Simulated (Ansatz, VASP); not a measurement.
SiO2 in VASP and in Ansatz

```xyz
6
Lattice="-2.4880 2.4880 3.6521 2.4880 -2.4880 3.6521 2.4880 2.4880 -3.6521" Properties=species:S:1:pos:R:3 pbc="T T T"
Si    0.0000    0.0000    0.0000
Si    0.0000    2.4880    1.8261
O     1.2440    2.9458    2.7391
O     0.4578    1.2440    0.9130
O    -1.2440    2.0301    2.7391
O    -0.4578    3.7320    0.9130
```

Alike in both runs: task single point; functional PBE; k mesh 6 × 6 × 6; no spin polarisation.

|  | VASP | Ansatz |
| --- | --- | --- |
| version | VASP 6.6.1 | Ansatz 0.2.0 |
| potentials or method | VASP PAW PBE potentials, release 64 (Si, O) | plane waves, PAW |
| plane-wave cutoff (eV) | 520 | 420 |
| occupations | gaussian, width 0.01 eV | fixed |
| valence electrons in the cell | 32 | 32 |

Ansatz gave:

| Item | Value |
| --- | --- |
| gap on the k mesh at the Fermi level (eV) | 5.91 |
| pressure (GPa) | 5.0 |
| traceless stress, the component that is largest in VASP (GPa) | -0.07 |
| rms of the force components (eV/Å) | 0.148 |

Which values does VASP return?

gap on the k mesh at the Fermi level (eV): 5.91; pressure (GPa): 5.1; traceless stress, the component that is largest in VASP (GPa): -0.04; rms of the force components (eV/Å): 0.146.

Atom by atom the forces differ by 0.001 eV/Å (rms over components).
